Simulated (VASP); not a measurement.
A run of VASP 6.6.1:

Contents of POSCAR:

```
KBr
1.0
    0.0000000000      3.3504479118      3.3504479118
    3.3504479118      0.0000000000      3.3504479118
    3.3504479118      3.3504479118      0.0000000000
K Br
1 1
Direct
    0.0000000000      0.0000000000      0.0000000000
    0.5000000000      0.5000000000      0.5000000000
```

INCAR.step1

```
SYSTEM = KBr
ALGO = Normal
EDIFF = 1E-6
ENCUT = 520
GGA = PE
ISIF = 2
ISMEAR = 0
LASPH = .TRUE.
LCHARG = .TRUE.
LREAL = .FALSE.
LWAVE = .FALSE.
NBANDS = 15
NELM = 60
PREC = Accurate
SIGMA = 0.02
```

KPOINTS.step1

```
k-points
0
G
  6 6 6
  0 0 0
```

INCAR.step2

```
SYSTEM = KBr
ALGO = Normal
EDIFF = 1E-6
ENCUT = 520
GGA = PE
ICHARG = 11
ISIF = 2
ISMEAR = -5
LASPH = .TRUE.
LCHARG = .FALSE.
LORBIT = 11
LREAL = .FALSE.
LWAVE = .FALSE.
NEDOS = 2001
NELM = 60
PREC = Accurate
SIGMA = 0.02
```

KPOINTS.step2

```
k-points
0
G
  9 9 9
  0 0 0
```

Potentials or basis: VASP PAW PBE potentials, release 64 (K_sv, Br).

Run with:

```console
$ cat potpaw_PBE.64/K_sv/POTCAR potpaw_PBE.64/Br/POTCAR > POTCAR
$ cp INCAR.step1 INCAR
$ cp KPOINTS.step1 KPOINTS
$ mpirun -np 1 vasp_std > vasp.out
$ cp INCAR.step2 INCAR
$ cp KPOINTS.step2 KPOINTS
$ mpirun -np 1 vasp_std > vasp.out
```

Hardware: 1 thread of Intel Xeon 8259CL, with other jobs on the host.

Question: Estimate the wall time of this run.

Answer: It took 55 s on 1 thread of Intel Xeon 8259CL (shared host), peak memory 0.21 GiB. Counts: k points 35.
